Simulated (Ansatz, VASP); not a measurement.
Si7PdC8: VASP beside Ansatz

```
CELL_PARAMETERS angstrom
0.00000 4.35800 4.35800
4.35800 0.00000 4.35800
4.35800 4.35800 0.00000
ATOMIC_POSITIONS crystal
Pd 0.99851 0.00148 0.00013
Si 0.99598 0.99940 0.50237
Si 0.99602 0.50396 0.99776
Si 0.99602 0.50395 0.50237
Si 0.50062 0.99942 0.99774
Si 0.50059 0.99944 0.50229
Si 0.50064 0.50396 0.99774
Si 0.49829 0.50171 0.50005
C 0.13313 0.13652 0.13489
C 0.13306 0.13648 0.59570
C 0.13319 0.59708 0.13491
C 0.12399 0.62646 0.62483
C 0.59405 0.13647 0.13475
C 0.62304 0.12741 0.62481
C 0.62307 0.62647 0.12574
C 0.62307 0.62649 0.62480
```

Alike in both runs: task single point; functional PBEsol; k mesh 3 × 3 × 3; occupations gaussian, width 0.05 eV; no spin polarisation.

|  | VASP | Ansatz |
| --- | --- | --- |
| version | VASP 6.6.1 | Ansatz 0.2.0 |
| potentials or method | VASP PAW PBE potentials, release 64 (Pd, Si, C), cutoff 520 eV | scalar-relativistic, plane waves, PAW |
| valence electrons in the cell | 70 | 78 |

|  | VASP | Ansatz | Ansatz less VASP |
| --- | --- | --- | --- |
| gap on the k mesh at the Fermi level (eV) | none | none | - |
| pressure (GPa) | 7.6 | 7.3 | -0.32 |
| rms of the force components (eV/Å) | 0.058 | 0.059 | +0.0016 |

VASP's potentials were made for PBE, not for PBEsol. Atom by atom the forces differ by 0.005 eV/Å (rms over components). A gap of «none» marks a metal or a gap that the smearing closes. The functional is the same, so the differences come from potentials, cutoffs and numerics. VASP's potentials hold 70 valence electrons a cell and Ansatz's 78, so a difference there can come from the potentials and not from the codes.

The k mesh is coarse, so the values compare programs but aren't converged.
